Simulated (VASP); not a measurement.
Here is a VASP 6.6.1 calculation.

POSCAR

```
InAs
1.0
    0.0000000000      3.0545916286      3.0545916286
    3.0545916286      0.0000000000      3.0545916286
    3.0545916286      3.0545916286      0.0000000000
In As
1 1
Direct
    0.0000000000      0.0000000000      0.0000000000
    0.2500000000      0.2500000000      0.2500000000
```

The input INCAR.step1:

```
ALGO     = Normal         # electronic algorithm
EDIFF    = 1E-5           # SCF threshold, eV
ENCUT    = 600            # plane-wave cutoff, eV
GGA      = PE             # functional
ISMEAR   = -1             # smearing method
LASPH    = True           # aspherical terms in the spheres
LCHARG   = False          # write CHGCAR
LREAL    = False          # projectors in reciprocal space
LWAVE    = True           # write WAVECAR
NBANDS   = 16             # bands
NELM     = 80             # most SCF steps
PREC     = Accurate       # precision mode
SIGMA    = 0.02           # smearing width, eV
```

File INCAR.step2:

```
ALGO     = Normal         # electronic algorithm
EDIFF    = 1E-6           # SCF threshold, eV
EDIFFG   = -0.005         # ionic threshold
ENCUT    = 600            # plane-wave cutoff, eV
GGA      = PE             # functional
HFSCREEN = 0.2079         # screening, 1/A
IBRION   = 2              # ionic algorithm
ISIF     = 3              # what is computed and relaxed
ISMEAR   = -1             # smearing method
ISTART   = 1            
LASPH    = True           # aspherical terms in the spheres
LCHARG   = False          # write CHGCAR
LHFCALC  = True           # exact exchange
LREAL    = False          # projectors in reciprocal space
LWAVE    = False          # write WAVECAR
NELM     = 80             # most SCF steps
NSW      = 80             # ionic steps
PREC     = Accurate       # precision mode
PRECFOCK = Normal       
SIGMA    = 0.02           # smearing width, eV
```

The input KPOINTS:

```
k-points
0
Gamma
  4 4 4
```

Potentials or basis: VASP PAW PBE potentials, release 64 (In_d, As).

Launch:

```sh
$ cat potpaw_PBE.64/In_d/POTCAR potpaw_PBE.64/As/POTCAR > POTCAR
$ cp INCAR.step1 INCAR
$ mpirun -np 1 vasp_std > vasp.out
$ cp INCAR.step2 INCAR
$ mpirun -np 1 vasp_std > vasp.out
```

(1) Predict the relaxed cell.

(2) Predict the space group after relaxing (to 0.1 Å).

(3) Predict the relaxed volume.

Results:

(1) a = 4.319 Å, b = 4.319 Å, c = 4.319 Å, α = 60.00°, β = 60.00°, γ = 60.00°.

(2) F-43m (No. 216).

(3) 28.49 Å³/atom.

Caveat: the k points lie up to 0.45 Å⁻¹ apart in the final cell; the PAW data sets were made with another functional, which shifts forces and pressure a little.
